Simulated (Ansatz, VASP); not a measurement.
Two plane-wave programs on Si

```
CELL_PARAMETERS angstrom
0.00000 2.71650 2.71650
2.71650 0.00000 2.71650
2.71650 2.71650 0.00000
ATOMIC_POSITIONS crystal
Si 0.50000 0.50000 0.50000
Si 0.75000 0.75000 0.75000
```

Alike in both runs: task relaxation of cell and atoms; functional PBEsol; k mesh 12 × 12 × 12; no spin polarisation.

```csv
,VASP,Ansatz
version,VASP 6.6.1,Ansatz 0.2.0
potentials or method,"VASP PAW PBE potentials, release 64 (Si), cutoff 600 eV","scalar-relativistic, plane waves, PAW"
occupations,"gaussian, width 0.01 eV",fixed
valence electrons in the cell,8,8
```

|  | VASP | Ansatz | Ansatz less VASP |
| --- | --- | --- | --- |
| gap on the k mesh at the Fermi level, each at its own relaxed structure (eV) | 0.46 | 0.46 | +0.003 |
| relaxed volume (Å³/atom) | 20.08 | 20.05 | -0.024 |
| relaxed cell length with the largest relative difference (Å) | 3.844 | 3.842 | -0.0015 |

VASP's potentials were made for PBE, not for PBEsol.
